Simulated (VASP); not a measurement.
Runs of VASP 6.6.1 on In3As. The structure is that of space group Pm-3m (No. 221), or close to it. The cells are those of the table. 

```tsv
task	level	potentials or basis	cell	cutoff (eV)	gap on the mesh (eV)	pressure (GPa)	relaxed volume (Å³/atom)
single point	RPBE	VASP PAW PBE potentials, release 64 (In_d, As)	a = 4.730 Å, 4 atoms	520	none	0.0	-
single point	revPBE+D3(BJ)	VASP PAW PBE potentials, release 64 (In_d, As)	a = 4.568 Å, 4 atoms	520	none	(a)	-
single point	r2SCAN+D4	VASP PAW PBE potentials, release 64 (In_d, As)	a = 4.595 Å, 4 atoms	520	none	0.0	-
relaxation of cell and atoms	LDA	VASP PAW LDA potentials, release 64 (In_d, As)	relaxed from a = 4.672 Å, 4 atoms	600	none	0.0	23.07
relaxation of cell and atoms	r2SCAN+D4	VASP PAW PBE potentials, release 64 (In_d, As)	relaxed from a = 4.672 Å, 4 atoms	600	none	0.0	24.32
relaxation of cell and atoms	RPBE	VASP PAW PBE potentials, release 64 (In_d, As)	relaxed from a = 4.672 Å, 4 atoms	600	none	0.0	26.44
single point	LDA	VASP PAW LDA potentials, release 64 (In_d, As)	a = 4.515 Å, 4 atoms	520	none	(b)	-
relaxation of cell and atoms	revPBE+D3(BJ)	VASP PAW PBE potentials, release 64 (In_d, As)	relaxed from a = 4.672 Å, 4 atoms	600	none	0.0	23.83
```

Alike in all rows: no spin polarisation; k mesh 4 × 4 × 4; smearing fermi-dirac 0.01 eV.

Task: Estimate the missing entries.

Result: (a) -0.1; (b) 0.1.

Caveats: spin-orbit coupling is left out, which moves the levels of the heavy elements; the PAW data sets were made with another functional, which shifts forces and pressure a little (at least some runs).

A k mesh can miss the band edges, and the runs leave out spin-orbit coupling on As, In.

A gap of «none» marks levels without a gap at the run's occupations.
